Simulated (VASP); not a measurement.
Here is a VASP 6.6.1 calculation.

Contents of INCAR:

```
SYSTEM = Ba2ScCuO4
  PREC = Accurate
  ENCUT = 820
  EDIFF = 1E-6
  ISMEAR = 0
  SIGMA = 0.01
  LREAL = .False.
  LASPH = .True.
  NELM = 120
  ALGO = Normal
  ISIF = 2
  LWAVE = .False.
  LCHARG = .False.
  GGA = CA
  NBANDS = 47
  GGA_COMPAT = .False.
```

The input KPOINTS:

```
Automatic mesh
0
Gamma
  3 3 2
  0 0 0
```

The input POSCAR:

```
Ba2ScCuO4
1.0
    4.0619555354      0.0000000000      0.0000000000
    0.0000000000      4.0619555354      0.0000000000
    0.0000000000      0.0000000000      7.8010469894
Ba Sc Cu O
2 1 1 4
Direct
    0.5000000000      0.5000000000      0.7673270458
    0.5000000000      0.5000000000      0.2326729542
    0.0000000000      0.0000000000      0.0000000000
    0.0000000000      0.0000000000      0.5000000000
    0.0000000000      0.5000000000      0.0000000000
    0.5000000000      0.0000000000      0.0000000000
    0.0000000000      0.0000000000      0.7254020464
    0.0000000000      0.0000000000      0.2745979536
```

Potentials or basis: VASP PAW LDA potentials, release 64 (Ba_sv, Sc_sv, Cu_sv_GW, O).

The run is started by

```bash
$ cat potpaw_LDA.64/Ba_sv/POTCAR potpaw_LDA.64/Sc_sv/POTCAR potpaw_LDA.64/Cu_sv_GW/POTCAR potpaw_LDA.64/O/POTCAR > POTCAR
$ mpirun -np 1 vasp_std > vasp.out
```

(1) What does it give for the pressure?

(2) Estimate the largest force.

(3) What does it give for the band gap on the k mesh?

Answers

(1) 1.9 GPa.

(2) 0.219 eV/Å.

(3) 2.06 eV (least direct gap 2.16 eV).

Caveat: the k points lie up to 0.52 Å⁻¹ apart; spin-orbit coupling is left out, which moves the levels of the heavy elements.
